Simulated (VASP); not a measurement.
# TaN (Fm-3m) in VASP: further runs

The runs below take TaN through single point, with PBEsol+U, PBEsol, PBE.

Everything below comes from runs of VASP 6.6.1. Logs are shortened: lines on timing, memory, paths and dates and some standing lists are left out, and cuts for length are marked.

**1. The cell of the first run**

It takes space group Fm-3m (No. 225, cubic). The conventional cell has a = 4.423 Å, b = 4.423 Å, c = 4.423 Å, α = 90.00°, β = 90.00°, γ = 90.00°. Within 2.9 Å of Ta (site symmetry m-3m) lie 6 N at 2.21 Å. Within 2.9 Å of N (site symmetry m-3m) lie 6 Ta at 2.21 Å.

**2. Single point, PBEsol+U**

File INCAR:

```
SYSTEM = TaN
  PREC = Accurate
  ENCUT = 520
  EDIFF = 1E-7
  ISMEAR = -1
  SIGMA = 0.05
  LREAL = .False.
  LASPH = .True.
  NELM = 150
  ALGO = Normal
  ISIF = 2
  LWAVE = .False.
  LCHARG = .True.
  LMAXMIX = 4
  LDAU = .True.
  LDAUTYPE = 2
  LDAUL = 2 -1
  LDAUU = 6 0
  LDAUJ = 0 0
  LDAUPRINT = 1
  GGA = PS
  LELF = .True.
  LVHAR = .True.
  NBANDS = 15
```

File KPOINTS:

```
regular mesh
0
Gamma
  10 10 10
  0 0 0
```

File POSCAR:

```
TaN
1.0
    0.0000000000      2.2113230000      2.2113230000
    2.2113230000      0.0000000000      2.2113230000
    2.2113230000      2.2113230000      0.0000000000
Ta N
1 1
Direct
    0.5000000000      0.5000000000      0.5000000000
    0.0000000000      0.0000000000      0.0000000000
```

Potentials or basis: VASP PAW PBE potentials, release 64 (Ta_pv, N).

Command:

```
cat potpaw_PBE.64/Ta_pv/POTCAR potpaw_PBE.64/N/POTCAR > POTCAR
mpirun -np 1 vasp_std > vasp.out
```

OUTCAR:

```text
SYSTEM = TaN
   PREC = Accurate
   ENCUT = 520
   EDIFF = 1E-7
   ISMEAR = -1
   LREAL = .False.
   LASPH = .True.
   NELM = 150
   ISIF = 2
   GGA = PS

 ion  position               nearest neighbor table
   1  0.500  0.500  0.500-   2 2.21   2 2.21   2 2.21   2 2.21   2 2.21   2 2.21
   2  0.000  0.000  0.000-   1 2.21   1 2.21   1 2.21   1 2.21   1 2.21   1 2.21

  LATTYP: Found a face centered cubic cell.
 ALAT       =     4.4226460000

  Lattice vectors:

 A1 = (   0.0000000000,   2.2113230000,   2.2113230000)
 A2 = (   2.2113230000,   0.0000000000,   2.2113230000)
 A3 = (   2.2113230000,   2.2113230000,   0.0000000000)

Analysis of symmetry for initial positions (statically):
=====================================================================
 Subroutine PRICEL returns:
 Original cell was already a primitive cell.

 Routine SETGRP: Setting up the symmetry group for a
 face centered cubic supercell.

 Subroutine GETGRP returns: Found 48 space group operations
 (whereof 48 operations were pure point group operations)
 out of a pool of 48 trial point group operations.

The static configuration has the point symmetry O_h .

Analysis of symmetry for dynamics (positions and initial velocities):
=====================================================================
 Subroutine PRICEL returns:
 Original cell was already a primitive cell.

 Routine SETGRP: Setting up the symmetry group for a
 face centered cubic supercell.

 Subroutine GETGRP returns: Found 48 space group operations
 (whereof 48 operations were pure point group operations)
 out of a pool of 48 trial point group operations.

The dynamic configuration has the point symmetry O_h .

 Subroutine INISYM returns: Found 48 space group operations
 (whereof 48 operations are pure point group operations),
 and found     1 'primitive' translations

----------------------------------------------------------------------------------------

                                     Primitive cell

  volume of cell :      21.6265

  direct lattice vectors                    reciprocal lattice vectors
     0.000000000  2.211323000  2.211323000    -0.226108985  0.226108985  0.226108985
     2.211323000  0.000000000  2.211323000     0.226108985 -0.226108985  0.226108985
     2.211323000  2.211323000  0.000000000     0.226108985  0.226108985 -0.226108985

  length of vectors
     3.127282977  3.127282977  3.127282977     0.391632251  0.391632251  0.391632251

  position of ions in fractional coordinates (direct lattice)
     0.500000000  0.500000000  0.500000000
     0.000000000  0.000000000  0.000000000

  ion indices of the primitive-cell ions
   primitive index   ion index
                 1           1
                 2           2

----------------------------------------------------------------------------------------

 KPOINTS: regular mesh

Automatic generation of k-mesh.
 Grid dimensions read from file:
 generate k-points for:   10   10   10

 Generating k-lattice:

  Cartesian coordinates                     Fractional coordinates (reciprocal lattice)
    -0.022610899  0.022610899  0.022610899     0.100000000  0.000000000  0.000000000
     0.022610899 -0.022610899  0.022610899     0.000000000  0.100000000  0.000000000
     0.022610899  0.022610899 -0.022610899     0.000000000  0.000000000  0.100000000

  Length of vectors
     0.039163225  0.039163225  0.039163225

  Shift w.r.t. Gamma in fractional coordinates (k-lattice)
     0.000000000  0.000000000  0.000000000

 Subroutine IBZKPT returns following result:
 ===========================================

 Found     47 irreducible k-points:

 Following reciprocal coordinates:
            Coordinates               Weight
  0.000000  0.000000  0.000000      1.000000
  0.100000  0.000000  0.000000      8.000000
  0.200000  0.000000  0.000000      8.000000
  0.300000  0.000000  0.000000      8.000000
  0.400000  0.000000  0.000000      8.000000
  0.500000  0.000000  0.000000      4.000000
[... 16 lines left out ...]
  0.300000  0.300000  0.000000      6.000000
  0.400000  0.300000  0.000000     24.000000
 [... further k-points ...]
   k-points           NKPTS =     47   k-points in BZ     NKDIM =     47   number of bands    NBANDS=     15
   number of dos      NEDOS =    301   number of ions     NIONS =      2
   total plane-waves  NPLWV =  13824
   dimension x,y,z NGX =    24 NGY =   24 NGZ =   24
   dimension x,y,z NGXF=    48 NGYF=   48 NGZF=   48
   ions per type =               1   1
   NGX,Y,Z   is equivalent  to a cutoff of  12.76, 12.76, 12.76 a.u.
   NGXF,Y,Z  is equivalent  to a cutoff of  25.52, 25.52, 25.52 a.u.
 SYSTEM =  TaN
   PREC   = accura    normal or accurate (medium, high low for compatibility)
   ISTART =      0    job   : 0-new  1-cont  2-samecut
   ICHARG =      2    charge: 1-file 2-atom 10-const
   ISPIN  =      1    spin polarized calculation?
   LNONCOLLINEAR =      F non collinear calculations
   LSORBIT =      F    spin-orbit coupling
   LASPH  =      T    aspherical Exc in radial PAW
   ENCUT  =  520.0 eV  38.22 Ry    6.18 a.u.   5.81  5.81  5.81*2*pi/ulx,y,z
   NELM   =    150;   NELMIN=  2; NELMDL= -5     # of ELM steps
   EDIFF  = 0.1E-06   stopping-criterion for ELM
   LREAL  =      F    real-space projection
   EDIFFG = 0.1E-05   stopping-criterion for IOM
   NSW    =      0    number of steps for IOM
   IBRION =     -1    ionic relax: 0-MD 1-quasi-New 2-CG
   NFREE  =      0    steps in history (QN), initial steepest desc. (CG)
   ISIF   =      2    stress and relaxation
   ISYM   =      2    0-nonsym 1-usesym 2-fastsym
   POTIM  = 0.5000    time-step for ionic-motion
   TEBEG  =    0.0;   TEEND  =   0.0 temperature during run
   PSTRESS=    0.0 pullay stress
   NELECT =      16.0000    total number of electrons
   NUPDOWN=      -1.0000    fix difference up-down
   EMIN   =  10.00;   EMAX   =-10.00  energy-range for DOS
   EFERMI =   0.00;   METHOD = LEGACY
   ISMEAR =    -1;   SIGMA  =   0.05  broadening in eV -4-tet -1-fermi 0-gaus
   EFERMI_NEDOS =   21; number of points for ismear=-14 and -15
   IALGO  =     38    algorithm
   IMIX   =      4    mixing-type and parameters
     AMIX     =   0.40;   BMIX     =  1.00
     AMIX_MAG =   1.60;   BMIX_MAG =  1.00
  volume/ion in A,a.u.               =      10.81        72.97
  Fermi-wavevector in a.u.,A,eV,Ry     =   1.480651  2.798024 29.828417  2.192327
  Thomas-Fermi vector in A             =   2.594659
   LORBIT       =      0    0 simple, 1 ext, 2 COOP (PROOUT), +10 PAW based schemes
 LDA+U is selected, type is set to LDAUTYPE =  2
   angular momentum for each species LDAUL =     2   -1
   U (eV)           for each species LDAUU =   6.0  0.0
   J (eV)           for each species LDAUJ =   0.0  0.0
   GGA     = PS    functional components
   LHFCALC =     F    Hartree Fock is set to
   AEXX    =    0.0000 exact exchange contribution
   IVDW    =     0    specifies the selected vdW correction
   LEPSILON=     F    determine dielectric tensor
   LRPA    =     F    only Hartree local field effects (RPA)
 non-spin polarized calculation
  energy-cutoff  :      520.00
  volume of cell :       21.63
 maximum number of plane-waves:       592
   NGX = 11   NGY = 11   NGZ = 11

atom =   1  type =  1  l = 2

 onsite density matrix

spin component  1

  0.2543 -0.0000  0.0000 -0.0000  0.0000
 -0.0000  0.2543 -0.0000 -0.0000  0.0000
  0.0000 -0.0000  0.1844 -0.0000  0.0000
 -0.0000 -0.0000 -0.0000  0.2543  0.0000
  0.0000  0.0000  0.0000  0.0000  0.1844

spin component  2

  0.2543 -0.0000  0.0000 -0.0000  0.0000
 -0.0000  0.2543 -0.0000 -0.0000  0.0000
  0.0000 -0.0000  0.1844 -0.0000  0.0000
 -0.0000 -0.0000 -0.0000  0.2543  0.0000
  0.0000  0.0000  0.0000  0.0000  0.1844

 occupancies and eigenvectors

  o =  0.1844  v =  0.0000 -0.0000  0.0016 -0.0000  1.0000  0.0000  0.0000  0.0000  0.0000  0.0000      0.0000  0.0000  0.0000  0.0000  0.0000  0.0000  0.0000  0.0000  0.0000  0.0000
  o =  0.1844  v =  0.0000  0.0000  0.0000  0.0000  0.0000  0.0000 -0.0000  0.0016 -0.0000  1.0000      0.0000  0.0000  0.0000  0.0000  0.0000  0.0000  0.0000  0.0000  0.0000  0.0000
  o =  0.1844  v =  0.0000  0.0000  0.0000  0.0000  0.0000  0.0000 -0.0000  1.0000  0.0000 -0.0016      0.0000  0.0000  0.0000  0.0000  0.0000  0.0000  0.0000  0.0000  0.0000  0.0000
  o =  0.1844  v =  0.0000 -0.0000  1.0000  0.0000 -0.0016  0.0000  0.0000  0.0000  0.0000  0.0000      0.0000  0.0000  0.0000  0.0000  0.0000  0.0000  0.0000  0.0000  0.0000  0.0000
  o =  0.2543  v =  0.0000 -0.9972 -0.0000  0.0751 -0.0000  0.0000  0.0000  0.0000  0.0000  0.0000      0.0000  0.0000  0.0000  0.0000  0.0000  0.0000  0.0000  0.0000  0.0000  0.0000
  o =  0.2543  v =  0.0000  0.0000  0.0000  0.0000  0.0000  0.0000 -0.9972 -0.0000  0.0751 -0.0000      0.0000  0.0000  0.0000  0.0000  0.0000  0.0000  0.0000  0.0000  0.0000  0.0000
  o =  0.2543  v =  0.0000  0.0751  0.0000  0.9972  0.0000  0.0000  0.0000  0.0000  0.0000  0.0000      0.0000  0.0000  0.0000  0.0000  0.0000  0.0000  0.0000  0.0000  0.0000  0.0000
  o =  0.2543  v =  0.0000  0.0000  0.0000  0.0000  0.0000  0.0000  0.0751  0.0000  0.9972  0.0000      0.0000  0.0000  0.0000  0.0000  0.0000  0.0000  0.0000  0.0000  0.0000  0.0000
  o =  0.2543  v =  1.0000  0.0000  0.0000  0.0000  0.0000  0.0000  0.0000  0.0000  0.0000  0.0000      0.0000  0.0000  0.0000  0.0000  0.0000  0.0000  0.0000  0.0000  0.0000  0.0000
  o =  0.2543  v =  0.0000  0.0000  0.0000  0.0000  0.0000  1.0000  0.0000  0.0000  0.0000  0.0000      0.0000  0.0000  0.0000  0.0000  0.0000  0.0000  0.0000  0.0000  0.0000  0.0000

 number of electron      16.0000003 magnetization

 Free energy of the ion-electron system (eV)
  ---------------------------------------------------
  ext. energy  EPLUGINS =         0.00000000
  ---------------------------------------------------
  free energy    TOTEN  =       -17.80860486 eV

  energy without entropy =      -17.80446030  energy(sigma->0) =      -17.80653258

 E-fermi :   9.9684     XC(G=0): -13.5172

 val. band max:        9.8150141350   @ k =  -0.3000   0.4000   0.2000
 cond. band min:      10.0043457990   @ k =  -0.3000   0.3000   0.1000
 fundamental gap:      0.1893316641
 Fermi energy:         9.9683545613

 k-point     1 :       0.0000    0.0000    0.0000
  band No.  band energies     occupation
      1     -27.0906      2.00000
      2     -27.0906      2.00000
      3     -27.0906      2.00000
      4      -9.2025      2.00000
      5       5.8238      2.00000
      6       5.8238      2.00000
      7       5.8238      2.00000
      8       7.9771      2.00000
      9       7.9771      2.00000
     10       7.9771      2.00000
     11      10.5284      0.00003
     12      10.5284      0.00003
     13      10.7425      0.00000
     14      18.5754      0.00000
     15      20.7522      0.00000

 k-point     2 :       0.1000    0.0000    0.0000
  band No.  band energies     occupation
      1     -27.1689      2.00000
      2     -27.0981      2.00000
      3     -27.0981      2.00000
      4      -8.9668      2.00000
      5       4.7576      2.00000
      6       5.2242      2.00000
      7       5.2242      2.00000
      8       8.2979      2.00000
      9       8.3240      2.00000
     10       8.3240      2.00000
     11      11.3081      0.00000
     12      11.3081      0.00000
     13      11.4818      0.00000
     14      19.3301      0.00000
     15      20.7517      0.00000
[... 365 lines left out ...]
      3     -27.2606      2.00000
      4      -7.6475      2.00000
      5       1.5782      2.00000
      6       4.7641      2.00000
      7       4.7641      2.00000
      8       5.4583      2.00000
      9      11.7868      0.00000
     10      12.4623      0.00000
     11      12.4623      0.00000
     12      12.5848      0.00000
     13      18.0485      0.00000
     14      20.7297      0.00000
     15      21.9662      0.00000

 k-point    24 :       0.4000    0.3000    0.0000
  band No.  band energies     occupation
      1     -27.6407      2.00000
      2     -27.3110      2.00000
      3     -27.2880      2.00000
      4      -7.4420      2.00000
      5       1.6921      2.00000
      6       3.8867      2.00000
      7       4.5047      2.00000
      8       6.0225      2.00000
      9      12.5718      0.00000
     10      12.9890      0.00000
     11      13.0899      0.00000
     12      13.5669      0.00000
     13      18.1268      0.00000
     14      19.6295      0.00000
     15      20.7805      0.00000

 [... further k-points ...]

------------------------ aborting loop because EDIFF is reached ----------------------------------------

  FORCE on cell =-STRESS in cart. coord.  units (eV):
  Direction    XX          YY          ZZ          XY          YZ          ZX
  --------------------------------------------------------------------------------------
  -------------------------------------------------------------------------------------
  Total        1.1158965      1.1158965      1.1158965      0.0000000      0.0000000      0.0000000
  in kB       82.6700024     82.6700024     82.6700024      0.0000000      0.0000000      0.0000000
  external PRESSURE =      82.6700024 kB  Pullay stress =       0.0000000 kB

 VOLUME and BASIS-vectors are now :
 -----------------------------------------------------------------------------
  energy-cutoff  :      520.00
  volume of cell :       21.63
      direct lattice vectors                 reciprocal lattice vectors
     0.000000000  2.211323000  2.211323000    -0.226108985  0.226108985  0.226108985
     2.211323000  0.000000000  2.211323000     0.226108985 -0.226108985  0.226108985
     2.211323000  2.211323000  0.000000000     0.226108985  0.226108985 -0.226108985

 POSITION                                       TOTAL-FORCE (eV/Angst)
 -----------------------------------------------------------------------------------
      2.21132      2.21132      2.21132        -0.000000      0.000000     -0.000000
      0.00000      0.00000      0.00000         0.000000     -0.000000      0.000000
 -----------------------------------------------------------------------------------
    total drift:                                0.000000     -0.000000     -0.000000

  FREE ENERGIE OF THE ION-ELECTRON SYSTEM (eV)
  ---------------------------------------------------
  free  energy   TOTEN  =       -17.8086048607 eV

  energy  without entropy=      -17.8044602982  energy(sigma->0) =      -17.80653258
```

Wall time 17 s (1 thread of Intel Xeon 8259CL, shared host); peak memory 0.15 GiB.

What came out:

* Free energy: -17.8086 eV
* Pressure: 8.3 GPa
* Band gap on the k mesh: zero (band 8 reaches 11.90 eV, above the bottom of band 9 at 7.98 eV)

Eigenvalues of the final occupation matrices:
| site | spin | trace | eigenvalues |
| --- | --- | --- | --- |
| site 1 d | 1 | 1.13 | 0.18 0.18 0.25 0.25 0.25 |
| site 1 d | 2 | 1.13 | 0.18 0.18 0.25 0.25 0.25 |

Caveat: the PAW data sets were made with another functional, which shifts forces and pressure a little; spin-orbit coupling is left out, which moves the levels of the heavy elements; U without spin polarisation on a metal has little footing.

**3. Single point, PBEsol, non-collinear spin, zero start, spin-orbit coupling**

File INCAR:

```
PREC     = Accurate       # precision mode
ENCUT    = 520            # plane-wave cutoff, eV
EDIFF    = 1E-6           # SCF threshold, eV
ISMEAR   = -1             # smearing method
SIGMA    = 0.05           # smearing width, eV
LREAL    = False          # projectors in reciprocal space
LASPH    = True           # aspherical terms in the spheres
NELM     = 150            # most SCF steps
ALGO     = Normal         # electronic algorithm
ISIF     = 2              # what is computed and relaxed
LWAVE    = False          # write WAVECAR
LCHARG   = False          # write CHGCAR
LNONCOLLINEAR= True           # non-collinear magnetism
MAGMOM   = 0 0 0 0 0 0    # initial moments
LORBIT   = 11             # projections on sites
LSORBIT  = True           # spin-orbit coupling
GGA_COMPAT= False        
LORBMOM  = True         
LMAXMIX  = 4              # l up to which the mixer works
GGA      = PS             # functional
NBANDS   = 28             # bands
```

File KPOINTS:

```
regular mesh
0
Gamma
  8 8 8
```

POSCAR is that of step 2.

Potentials or basis: VASP PAW PBE potentials, release 64 (Ta_pv, N).

Command:

```
cat potpaw_PBE.64/Ta_pv/POTCAR potpaw_PBE.64/N/POTCAR > POTCAR
mpirun -np 1 vasp_ncl > vasp.out
```

It took 52 s on 1 thread of Intel Xeon 8259CL, shared host; peak memory 0.21 GiB.

Results (log left out):

* Free energy: -23.8426 eV
* Pressure: -9.0 GPa
* Net moment: 0.00 μB per cell
* Valence electrons inside the program's atomic spheres: Ta 8.93; N 3.73

Moments on the atoms (μB; x, y, z):
```
Ta  0.00 0.00 0.00
N   0.00 0.00 0.00
```

Caveat: the PAW data sets were made with another functional, which shifts forces and pressure a little.

**4. Single point, PBE**

File INCAR:

```
  PREC = Accurate
  ENCUT = 520
  EDIFF = 1E-7
  ISMEAR = -1
  SIGMA = 0.02
  LREAL = F
  LASPH = T
  NELM = 100
  ALGO = Normal
  ISIF = 2
  LWAVE = F
  LCHARG = F
  GGA = PE
  NBANDS = 15
```

File KPOINTS:

```
regular mesh
0
Gamma
  6 6 6
```

POSCAR is that of step 3.

Command:

```
cat potpaw_PBE.64/Ta_pv/POTCAR potpaw_PBE.64/N/POTCAR > POTCAR
mpirun -np 1 vasp_std > vasp.out
```

Run time: 3 s. Hardware: 1 thread of Intel Xeon 6975P-C (Granite Rapids), shared host; peak memory 0.13 GiB.

The run converged. Its results:

* Free energy: -21.7658 eV
* Pressure: 0.0 GPa
* Band gap on the k mesh: zero (band 8 reaches 11.20 eV, above the bottom of band 9 at 7.29 eV)

Levels at points of the mesh, in eV from the Fermi level:
```tsv
k point	band 5	band 6	band 7	band 8	band 9	band 10	band 11	band 12
(0.00, 0.00, 0.00)	-3.81	-3.81	-3.81	-2.12	-2.12	-2.12	0.00	0.00
(0.50, 0.00, 0.00)	-10.28	-7.50	-7.50	1.79	1.79	1.89	3.72	7.30
(0.50, 0.50, 0.00)	-6.65	-5.41	-4.64	-4.64	2.00	3.39	3.39	4.30
```

Caveat: the k points lie up to 0.41 Å⁻¹ apart; spin-orbit coupling is left out, which moves the levels of the heavy elements.

**5. Single point, PBE**

File INCAR:

```
SYSTEM = TaN
  ALGO = Normal
  EDIFF = 1E-6
  ENCUT = 520
  GGA = PE
  ISIF = 2
  ISMEAR = 0
  LASPH = .TRUE.
  LCHARG = .TRUE.
  LELF = .TRUE.
  LREAL = .FALSE.
  LVHAR = .TRUE.
  LWAVE = .FALSE.
  NBANDS = 15
  NELM = 60
  PREC = Accurate
  SIGMA = 0.018000000000000002
```

File KPOINTS:

```
k-points
0
G
  10 10 10
  0 0 0
```

POSCAR is that of step 4.

Command:

```
cat potpaw_PBE.64/Ta_pv/POTCAR potpaw_PBE.64/N/POTCAR > POTCAR
mpirun -np 1 vasp_std > vasp.out
```

Wall time 4.9 s (1 thread of Intel Xeon 6975P-C (Granite Rapids), shared host); peak memory 0.14 GiB.

The run converged. Its results:

```yaml
Free_energy: -21.8388 eV
Pressure: -0.6 GPa
Band_gap_on_the_k_mesh: zero (band 8 reaches 11.20 eV, above the bottom of band 9 at 7.29 eV)
```

Levels at points of the mesh, in eV from the Fermi level:
| k point | band 5 | band 6 | band 7 | band 8 | band 9 | band 10 | band 11 | band 12 |
| --- | --- | --- | --- | --- | --- | --- | --- | --- |
| (0.00, 0.00, 0.00) | -3.82 | -3.82 | -3.82 | -2.12 | -2.12 | -2.12 | 0.00 | 0.00 |
| (0.50, 0.00, 0.00) | -10.29 | -7.50 | -7.50 | 1.79 | 1.79 | 1.88 | 3.71 | 7.30 |
| (0.50, 0.50, 0.00) | -6.66 | -5.41 | -4.64 | -4.64 | 2.00 | 3.38 | 3.38 | 4.30 |

Caveat: spin-orbit coupling is left out, which moves the levels of the heavy elements.

**6. Overview**

```csv
level,spin,U,k mesh,smearing,gap on the mesh (eV),pressure (GPa)
PBEsol+U,off,Ta d U = 6.0 eV,10 × 10 × 10,fermi-dirac 0.05 eV,none,8.3
PBEsol,"non-collinear, zero start, SOC",-,8 × 8 × 8,fermi-dirac 0.05 eV,-,-9.0
PBE,off,-,6 × 6 × 6,fermi-dirac 0.02 eV,none,0.0
PBE,off,-,10 × 10 × 10,gaussian 0.018 eV,none,-0.6
```

Alike in all rows: task single point; potentials or basis VASP PAW PBE potentials, release 64 (Ta_pv, N); cell as given; cutoff (eV) 520.

Caveats: some runs use coarse meshes; spin-orbit coupling is left out, which moves the levels of the heavy elements (some runs); the PAW data sets were made with another functional, which shifts forces and pressure a little (some runs); U without spin polarisation on a metal has little footing (some runs).

Total energies depend on the potentials used, so only differences within one code and one set of settings carry meaning.
